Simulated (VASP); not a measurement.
A run of VASP 6.6.1:

The input INCAR:

```
SYSTEM = Bi
  PREC = Accurate
  ENCUT = 520
  EDIFF = 1E-7
  ISMEAR = -1
  SIGMA = 0.1
  LREAL = .FALSE.
  LASPH = .TRUE.
  NELM = 80
  ALGO = Normal
  ISIF = 2
  LWAVE = .FALSE.
  LCHARG = .FALSE.
  GGA = PE
  NBANDS = 14
```

Contents of KPOINTS:

```
regular mesh
0
G
  14 14 13
  0 0 0
```

Contents of POSCAR:

```
Bi
1.0
    3.3900534553      0.0000000000      0.0000000000
   -1.6950267276      2.9358724125      0.0000000000
    0.0000000000      0.0000000000      3.2246593881
Bi
1
Direct
    0.0000000000      0.0000000000      0.0000000000
```

Potentials or basis: VASP PAW PBE potentials, release 64 (Bi_d).

Launch:

```sh
$ cat potpaw_PBE.64/Bi_d/POTCAR > POTCAR
$ mpirun -np 1 vasp_std > vasp.out
```

Hardware: 1 thread of Intel Xeon 8259CL, on a shared host.

**Question.** Estimate the wall time of this run.

**Answer.** Wall time 92 s on 1 thread of Intel Xeon 8259CL (shared host), peak memory 0.2 GiB. Counts: scf iterations 11, k points 168.
